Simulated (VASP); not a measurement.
Wanted: the native input for a VASP 6.6.1 run.

- Task: single point
- Functional: PBE
- Dispersion: D3(BJ)
- Potentials or basis: VASP PAW PBE potentials, release 64 (Cu, H)
- Cutoff: 520 eV
- k mesh: 5 × 5 × 1
- Occupations: gaussian, width 0.1 eV
- Spin: no spin polarisation
- Dipole correction: yes
- Further INCAR settings: ALGO = Normal; EDIFF = 1e-06; NBANDS = 78

The structure of Cu12H lies in POSCAR:

```
Cu12H
1.0
    5.0378287988      0.0000000000      0.0000000000
    0.0000000000      5.0378287988      0.0000000000
    0.0000000000      0.0000000000     20.6622829064
Cu H
12 1
Direct
    0.2500000000      0.2500000000      0.1935894508
    0.2500000000      0.7500000000      0.1935894508
    0.7500000000      0.2500000000      0.1935894508
    0.7500000000      0.7500000000      0.1935894508
    0.0000000000      0.0000000000      0.2797919997
    0.0000000000      0.5000000000      0.2797919997
    0.5000000000      0.0000000000      0.2797919997
    0.5000000000      0.5000000000      0.2797919997
    0.2500000000      0.2500000000      0.3659945486
    0.2500000000      0.7500000000      0.3659945486
    0.7500000000      0.2500000000      0.3659945486
    0.7500000000      0.7500000000      0.3659945486
    0.3333333333      0.4166666667      0.5015071642
```

The input as run:

INCAR

```
SYSTEM = Cu12H
ALGO = Normal
DIPOL = 0.5 0.5 0.297
EDIFF = 1E-6
ENCUT = 520
GGA = PE
IDIPOL = 3
ISIF = 2
ISMEAR = 0
IVDW = 12
LASPH = .True.
LCHARG = .False.
LDIPOL = .True.
LREAL = .False.
LWAVE = .False.
NBANDS = 78
NELM = 60
PREC = Accurate
SIGMA = 0.1
```

KPOINTS

```
k-points
0
Gamma
  5 5 1
  0 0 0
```

Potentials or basis: VASP PAW PBE potentials, release 64 (Cu, H).

Run with:

```console
$ cat potpaw_PBE.64/Cu/POTCAR potpaw_PBE.64/H/POTCAR > POTCAR
$ mpirun -np 1 vasp_std > vasp.out
```

It gave:

| Quantity | Value |
| --- | --- |
| Largest force | 1.151 eV/Å |
| Band gap on the k mesh | zero (an odd number of electrons rules out a gap without spin polarisation) |
| Dispersion energy per atom | -0.342 eV |

Wall time 26 min on 1 thread of Intel(R) Xeon(R) Platinum 8375C CPU @ 2.90GHz (Ice Lake), on a shared host, peak memory 0.74 GiB.
